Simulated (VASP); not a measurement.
# BiTe (Fm-3m) in VASP: notebook

The runs below take BiTe through single point, with PBEsol.

Everything below comes from runs of VASP 6.6.1. Logs are shortened: lines on timing, memory, paths and dates and some standing lists are left out, and cuts for length are marked.

## 1. The cell of the first run

Symmetry: Fm-3m, No. 225, cubic system. The conventional cell has a = 6.358 Å, b = 6.358 Å, c = 6.358 Å, α = 90.00°, β = 90.00°, γ = 90.00°. Within 4.2 Å of Bi (site symmetry m-3m) lie 6 Te at 3.18 Å. Within 4.2 Å of Te (site symmetry m-3m) lie 6 Bi at 3.18 Å.

## 2. Single point, PBEsol (volume scaled by 0.98)

The input, INCAR:

```
SYSTEM = BiTe
PREC     = Accurate       ! precision mode
ENCUT    = 520            ! plane-wave cutoff, eV
EDIFF    = 1E-6           ! SCF threshold, eV
ISMEAR   = -1             ! smearing method
SIGMA    = 0.15           ! smearing width, eV
LREAL    = .False.        ! projectors in reciprocal space
LASPH    = .True.         ! aspherical terms in the spheres
NELM     = 80             ! most SCF steps
ALGO     = Normal         ! electronic algorithm
ISIF     = 2              ! what is computed and relaxed
LWAVE    = .False.        ! write WAVECAR
LCHARG   = .False.        ! write CHGCAR
GGA      = PS             ! functional
NBANDS   = 18             ! bands
```

The input, KPOINTS:

```
Automatic mesh
0
Gamma
  12 12 12
  0 0 0
```

The input, POSCAR:

```
BiTe
1.0
    0.0000000000      3.1790967322      3.1790967322
    3.1790967322      0.0000000000      3.1790967322
    3.1790967322      3.1790967322      0.0000000000
Bi Te
1 1
Direct
    0.0000000000      0.0000000000      0.0000000000
    0.5000000000      0.5000000000      0.5000000000
```

Potentials or basis: VASP PAW PBE potentials, release 64 (Bi_d, Te).

Started as:

```console
cat potpaw_PBE.64/Bi_d/POTCAR potpaw_PBE.64/Te/POTCAR > POTCAR
mpirun -np 1 vasp_std > vasp.out
```

OUTCAR:

```text
SYSTEM = BiTe
   PREC = Accurate
   ENCUT = 520
   EDIFF = 1E-6
   ISMEAR = -1
   LREAL = .False.
   LASPH = .True.
   NELM = 80
   ISIF = 2
   GGA = PS

 ion  position               nearest neighbor table
   1  0.000  0.000  0.000-   2 3.18   2 3.18   2 3.18   2 3.18   2 3.18   2 3.18
   2  0.500  0.500  0.500-   1 3.18   1 3.18   1 3.18   1 3.18   1 3.18   1 3.18

  LATTYP: Found a face centered cubic cell.
 ALAT       =     6.3581934644

  Lattice vectors:

 A1 = (   0.0000000000,   3.1790967322,   3.1790967322)
 A2 = (   3.1790967322,   0.0000000000,   3.1790967322)
 A3 = (   3.1790967322,   3.1790967322,   0.0000000000)

Analysis of symmetry for initial positions (statically):
=====================================================================
 Subroutine PRICEL returns:
 Original cell was already a primitive cell.

 Routine SETGRP: Setting up the symmetry group for a
 face centered cubic supercell.

 Subroutine GETGRP returns: Found 48 space group operations
 (whereof 48 operations were pure point group operations)
 out of a pool of 48 trial point group operations.

The static configuration has the point symmetry O_h .

Analysis of symmetry for dynamics (positions and initial velocities):
=====================================================================
 Subroutine PRICEL returns:
 Original cell was already a primitive cell.

 Routine SETGRP: Setting up the symmetry group for a
 face centered cubic supercell.

 Subroutine GETGRP returns: Found 48 space group operations
 (whereof 48 operations were pure point group operations)
 out of a pool of 48 trial point group operations.

The dynamic configuration has the point symmetry O_h .

 Subroutine INISYM returns: Found 48 space group operations
 (whereof 48 operations are pure point group operations),
 and found     1 'primitive' translations

----------------------------------------------------------------------------------------

                                     Primitive cell

  volume of cell :      64.2601

  direct lattice vectors                    reciprocal lattice vectors
     0.000000000  3.179096732  3.179096732    -0.157277378  0.157277378  0.157277378
     3.179096732  0.000000000  3.179096732     0.157277378 -0.157277378  0.157277378
     3.179096732  3.179096732  0.000000000     0.157277378  0.157277378 -0.157277378

  length of vectors
     4.495921715  4.495921715  4.495921715     0.272412410  0.272412410  0.272412410

  position of ions in fractional coordinates (direct lattice)
     0.000000000  0.000000000  0.000000000
     0.500000000  0.500000000  0.500000000

  ion indices of the primitive-cell ions
   primitive index   ion index
                 1           1
                 2           2

----------------------------------------------------------------------------------------

 KPOINTS: Automatic mesh

Automatic generation of k-mesh.
 Grid dimensions read from file:
 generate k-points for:   12   12   12

 Generating k-lattice:

  Cartesian coordinates                     Fractional coordinates (reciprocal lattice)
    -0.013106448  0.013106448  0.013106448     0.083333333  0.000000000  0.000000000
     0.013106448 -0.013106448  0.013106448     0.000000000  0.083333333  0.000000000
     0.013106448  0.013106448 -0.013106448     0.000000000  0.000000000  0.083333333

  Length of vectors
     0.022701034  0.022701034  0.022701034

  Shift w.r.t. Gamma in fractional coordinates (k-lattice)
     0.000000000  0.000000000  0.000000000

 Subroutine IBZKPT returns following result:
 ===========================================

 Found     72 irreducible k-points:

 Following reciprocal coordinates:
            Coordinates               Weight
  0.000000  0.000000  0.000000      1.000000
  0.083333  0.000000  0.000000      8.000000
  0.166667  0.000000  0.000000      8.000000
  0.250000  0.000000  0.000000      8.000000
  0.333333  0.000000  0.000000      8.000000
  0.416667  0.000000  0.000000      8.000000
[... 16 lines left out ...]
  0.500000  0.166667  0.000000     24.000000
 -0.416667  0.166667  0.000000     24.000000
 [... further k-points ...]
   k-points           NKPTS =     72   k-points in BZ     NKDIM =     72   number of bands    NBANDS=     18
   number of dos      NEDOS =    301   number of ions     NIONS =      2
   total plane-waves  NPLWV =  46656
   dimension x,y,z NGX =    36 NGY =   36 NGZ =   36
   dimension x,y,z NGXF=    72 NGYF=   72 NGZF=   72
   ions per type =               1   1
   NGX,Y,Z   is equivalent  to a cutoff of  13.31, 13.31, 13.31 a.u.
   NGXF,Y,Z  is equivalent  to a cutoff of  26.62, 26.62, 26.62 a.u.
 SYSTEM =  BiTe
   PREC   = accura    normal or accurate (medium, high low for compatibility)
   ISTART =      0    job   : 0-new  1-cont  2-samecut
   ICHARG =      2    charge: 1-file 2-atom 10-const
   ISPIN  =      1    spin polarized calculation?
   LNONCOLLINEAR =      F non collinear calculations
   LSORBIT =      F    spin-orbit coupling
   LASPH  =      T    aspherical Exc in radial PAW
   ENCUT  =  520.0 eV  38.22 Ry    6.18 a.u.   8.36  8.36  8.36*2*pi/ulx,y,z
   NELM   =     80;   NELMIN=  2; NELMDL= -5     # of ELM steps
   EDIFF  = 0.1E-05   stopping-criterion for ELM
   LREAL  =      F    real-space projection
   EDIFFG = 0.1E-04   stopping-criterion for IOM
   NSW    =      0    number of steps for IOM
   IBRION =     -1    ionic relax: 0-MD 1-quasi-New 2-CG
   NFREE  =      0    steps in history (QN), initial steepest desc. (CG)
   ISIF   =      2    stress and relaxation
   ISYM   =      2    0-nonsym 1-usesym 2-fastsym
   POTIM  = 0.5000    time-step for ionic-motion
   TEBEG  =    0.0;   TEEND  =   0.0 temperature during run
   PSTRESS=    0.0 pullay stress
   NELECT =      21.0000    total number of electrons
   NUPDOWN=      -1.0000    fix difference up-down
   EMIN   =  10.00;   EMAX   =-10.00  energy-range for DOS
   EFERMI =   0.00;   METHOD = LEGACY
   ISMEAR =    -1;   SIGMA  =   0.15  broadening in eV -4-tet -1-fermi 0-gaus
   EFERMI_NEDOS =   21; number of points for ismear=-14 and -15
   IALGO  =     38    algorithm
   IMIX   =      4    mixing-type and parameters
     AMIX     =   0.40;   BMIX     =  1.00
     AMIX_MAG =   1.60;   BMIX_MAG =  1.00
  volume/ion in A,a.u.               =      32.13       216.82
  Fermi-wavevector in a.u.,A,eV,Ry     =   1.127632  2.130916 17.300552  1.271555
  Thomas-Fermi vector in A             =   2.264319
   LORBIT       =      0    0 simple, 1 ext, 2 COOP (PROOUT), +10 PAW based schemes
   GGA     = PS    functional components
   LHFCALC =     F    Hartree Fock is set to
   AEXX    =    0.0000 exact exchange contribution
   IVDW    =     0    specifies the selected vdW correction
   LEPSILON=     F    determine dielectric tensor
   LRPA    =     F    only Hartree local field effects (RPA)
 non-spin polarized calculation
  energy-cutoff  :      520.00
  volume of cell :       64.26
 maximum number of plane-waves:      1759
 NGX is ok and might be reduce to    36
   NGX = 17   NGY = 17   NGZ = 17

 number of electron      21.0000002 magnetization

 Free energy of the ion-electron system (eV)
  ---------------------------------------------------
  ext. energy  EPLUGINS =         0.00000000
  ---------------------------------------------------
  free energy    TOTEN  =        -8.03364807 eV

  energy without entropy =       -7.93703701  energy(sigma->0) =       -7.98534254

 E-fermi :   7.1457     XC(G=0):  -9.8262

 val. band max:        7.1304197549   @ k =   0.3333   0.0000   0.0000
 cond. band min:       7.1583690803   @ k =  -0.1667   0.2500   0.0833
 fundamental gap:      0.0279493254
 Fermi energy:         7.1457185577

 k-point     1 :       0.0000    0.0000    0.0000
  band No.  band energies     occupation
      1     -15.9532      2.00000
      2     -15.9532      2.00000
      3     -15.9453      2.00000
      4     -15.9453      2.00000
      5     -15.9453      2.00000
      6      -6.7703      2.00000
[... 10 lines left out ...]
     17      13.3878      0.00000
     18      13.4344      0.00000

 k-point     2 :       0.0833    0.0000    0.0000
  band No.  band energies     occupation
      1     -15.9535      2.00000
      2     -15.9535      2.00000
      3     -15.9452      2.00000
      4     -15.9448      2.00000
      5     -15.9448      2.00000
      6      -6.7037      2.00000
[... 10 lines left out ...]
     17      13.8452      0.00000
     18      13.9851      0.00000

 k-point     3 :       0.1667    0.0000    0.0000
  band No.  band energies     occupation
      1     -15.9544      2.00000
      2     -15.9544      2.00000
      3     -15.9447      2.00000
      4     -15.9434      2.00000
      5     -15.9434      2.00000
      6      -6.5050      2.00000
[... 10 lines left out ...]
     17      14.9096      0.00000
     18      15.2083      0.00000

 k-point     4 :       0.2500    0.0000    0.0000
  band No.  band energies     occupation
      1     -15.9559      2.00000
      2     -15.9559      2.00000
      3     -15.9442      2.00000
      4     -15.9412      2.00000
      5     -15.9412      2.00000
      6      -6.1777      2.00000
[... 375 lines left out ...]
      4     -15.9381      2.00000
      5     -15.9363      2.00000
      6      -5.3754      2.00000
[... 10 lines left out ...]
     17      15.9036      0.00000
     18      16.7405      0.00000

 k-point    23 :       0.5000    0.1667    0.0000
  band No.  band energies     occupation
      1     -15.9621      2.00000
      2     -15.9559      2.00000
      3     -15.9429      2.00000
      4     -15.9378      2.00000
      5     -15.9357      2.00000
      6      -4.8337      2.00000
[... 10 lines left out ...]
     17      15.9844      0.00000
     18      16.8052      0.00000

 k-point    24 :      -0.4167    0.1667    0.0000
  band No.  band energies     occupation
      1     -15.9610      2.00000
      2     -15.9572      2.00000
      3     -15.9419      2.00000
      4     -15.9379      2.00000
      5     -15.9363      2.00000
      6      -4.6215      2.00000
[... 10 lines left out ...]
     17      16.7599      0.00000
     18      17.9798      0.00000

 [... further k-points ...]

------------------------ aborting loop because EDIFF is reached ----------------------------------------

  FORCE on cell =-STRESS in cart. coord.  units (eV):
  Direction    XX          YY          ZZ          XY          YZ          ZX
  --------------------------------------------------------------------------------------
  -------------------------------------------------------------------------------------
  Total        0.4491409      0.4491409      0.4491409     -0.0000000      0.0000000     -0.0000000
  in kB       11.1982977     11.1982977     11.1982977     -0.0000000      0.0000000     -0.0000000
  external PRESSURE =      11.1982977 kB  Pullay stress =       0.0000000 kB

 VOLUME and BASIS-vectors are now :
 -----------------------------------------------------------------------------
  energy-cutoff  :      520.00
  volume of cell :       64.26
      direct lattice vectors                 reciprocal lattice vectors
     0.000000000  3.179096732  3.179096732    -0.157277378  0.157277378  0.157277378
     3.179096732  0.000000000  3.179096732     0.157277378 -0.157277378  0.157277378
     3.179096732  3.179096732  0.000000000     0.157277378  0.157277378 -0.157277378

 POSITION                                       TOTAL-FORCE (eV/Angst)
 -----------------------------------------------------------------------------------
      0.00000      0.00000      0.00000        -0.000000      0.000000     -0.000000
      3.17910      3.17910      3.17910         0.000000     -0.000000      0.000000
 -----------------------------------------------------------------------------------
    total drift:                               -0.000000      0.000000      0.000000

  FREE ENERGIE OF THE ION-ELECTRON SYSTEM (eV)
  ---------------------------------------------------
  free  energy   TOTEN  =        -8.0336480728 eV

  energy  without entropy=       -7.9370370085  energy(sigma->0) =       -7.98534254
```

Run time: 65 s. Hardware: 1 thread of Intel Xeon Platinum 8488C (Sapphire Rapids), shared host; peak memory 0.25 GiB.

Results:

```
Free energy : -8.0336 eV
Pressure    : 1.1 GPa
```

Caveat: the cell differs from its parent crystal (volume scaled by 0.98); the PAW data sets were made with another functional, which shifts forces and pressure a little; spin-orbit coupling is left out, which moves the levels of the heavy elements.

## 3. Single point, PBEsol

This run uses another cell than the first one, of 32.68 Å³/atom, 1.017 times its volume.

The input, INCAR:

```
SYSTEM = BiTe
ALGO     = Normal         ! electronic algorithm
EDIFF    = 1E-6           ! SCF threshold, eV
ENCUT    = 520            ! plane-wave cutoff, eV
GGA      = PS             ! functional
ISIF     = 2              ! what is computed and relaxed
ISMEAR   = 0              ! smearing method
LASPH    = .True.         ! aspherical terms in the spheres
LCHARG   = .False.        ! write CHGCAR
LREAL    = .False.        ! projectors in reciprocal space
LWAVE    = .False.        ! write WAVECAR
NBANDS   = 18             ! bands
NELM     = 80             ! most SCF steps
PREC     = Accurate       ! precision mode
SIGMA    = 0.1            ! smearing width, eV
```

The input, KPOINTS:

```
k-points
0
Gamma
  12 12 12
  0 0 0
```

The input, POSCAR:

```
BiTe
1.0
    0.0000000000      3.1971538283      3.1971538283
    3.1971538283      0.0000000000      3.1971538283
    3.1971538283      3.1971538283      0.0000000000
Bi Te
1 1
Direct
    0.0000000000      0.0000000000      0.0000000000
    0.5000000000      0.5000000000      0.5000000000
```

Potentials or basis: VASP PAW PBE potentials, release 64 (Bi_d, Te).

Started as:

```console
cat potpaw_PBE.64/Bi_d/POTCAR potpaw_PBE.64/Te/POTCAR > POTCAR
mpirun -np 1 vasp_std > vasp.out
```

It took 53 s on 1 thread of Intel Xeon Platinum 8488C (Sapphire Rapids), shared host; peak memory 0.25 GiB.

The run converged. Its results:

| Property | Result |
| --- | --- |
| Free energy | -7.9928 eV |
| Pressure | 0.0 GPa |

Levels at points of the mesh, in eV from the Fermi level:
| k point | band 7 | band 8 | band 9 | band 10 | band 11 | band 12 | band 13 | band 14 |
| --- | --- | --- | --- | --- | --- | --- | --- | --- |
| (0.00, 0.00, 0.00) | -7.99 | -2.61 | -2.61 | -2.61 | 2.24 | 2.24 | 2.24 | 4.60 |
| (0.50, 0.00, 0.00) | -11.37 | -1.96 | -1.96 | -1.58 | -0.86 | -0.67 | -0.67 | 7.34 |
| (0.50, 0.50, 0.00) | -9.95 | -5.90 | -4.16 | -4.16 | 2.06 | 3.78 | 3.78 | 5.24 |

Caveat: the PAW data sets were made with another functional, which shifts forces and pressure a little; spin-orbit coupling is left out, which moves the levels of the heavy elements.
